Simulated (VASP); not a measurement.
Set up this calculation in VASP 6.6.1, as the native input.

| Item | Value |
| --- | --- |
| Task | single point |
| Functional | HSE06 |
| Potentials or basis | VASP PAW PBE potentials, release 64 (Ba_sv) |
| Cutoff | 520 eV |
| k mesh | 1 × 1 × 1 |
| Occupations | fermi-dirac, width 0.01 eV |
| Spin | collinear spin, zero start |
| Starting moments | [0.01] μB |
| Dipole correction | no |
| Grid for exact exchange (PRECFOCK) | Normal |
| Further INCAR settings | ALGO = Normal; EDIFF = 1e-06; NBANDS = 15; ISYM = 0 |
| Share of exact exchange | 0.25 |
| Screening parameter | 0.2079 1/Å |

Ba:

```
CELL_PARAMETERS angstrom
14.00000 0.00000 0.00000
0.00000 14.40000 0.00000
0.00000 0.00000 14.80000
ATOMIC_POSITIONS crystal
Ba 0.50000 0.50000 0.50000
```

One way to write it, as run:

POSCAR

```
Ba
1.0
   14.0000000000      0.0000000000      0.0000000000
    0.0000000000     14.4000000000      0.0000000000
    0.0000000000      0.0000000000     14.8000000000
Ba
1
Direct
    0.5000000000      0.5000000000      0.5000000000
```

INCAR.step1

```
SYSTEM = Ba
PREC = Accurate
ENCUT = 520
EDIFF = 1E-5
ISMEAR = -1
SIGMA = 0.01
LREAL = .FALSE.
LASPH = .TRUE.
NELM = 150
ALGO = Normal
ISIF = 2
LWAVE = .TRUE.
LCHARG = .FALSE.
ISPIN = 2
MAGMOM = 0.01
LORBIT = 11
NBANDS = 15
GGA = PE
ISYM = 0
```

INCAR.step2

```
SYSTEM = Ba
PREC = Accurate
ENCUT = 520
EDIFF = 1E-6
ISMEAR = -1
SIGMA = 0.01
LREAL = .FALSE.
LASPH = .TRUE.
NELM = 150
ALGO = Normal
ISIF = 2
LWAVE = .FALSE.
LCHARG = .FALSE.
ISPIN = 2
MAGMOM = 0.01
LORBIT = 11
GGA = PE
LHFCALC = .TRUE.
HFSCREEN = 0.2079
PRECFOCK = Normal
NBANDS = 15
ISTART = 1
ISYM = 0
```

KPOINTS

```
Automatic mesh
0
G
  1 1 1
  0 0 0
```

Potentials or basis: VASP PAW PBE potentials, release 64 (Ba_sv).

Launch:

```console
$ cat potpaw_PBE.64/Ba_sv/POTCAR > POTCAR
$ cp INCAR.step1 INCAR
$ mpirun -np 1 vasp_gam > vasp.out
$ cp INCAR.step2 INCAR
$ mpirun -np 1 vasp_gam > vasp.out
```

Results of the run:

* Pressure: 0.0 GPa
* Band gap on the k mesh: 1.78 eV
* Net moment: 0.00 μB per cell
* Valence electrons inside the program's atomic spheres: Ba 7.72

Caveat: the PAW data sets were made with another functional, which shifts forces and pressure a little; spin-orbit coupling is left out, which moves the levels of the heavy elements.

It took 15 min on 1 thread of Intel(R) Xeon(R) 6975P-C (Granite Rapids), on a shared host, peak memory 2.9 GiB.
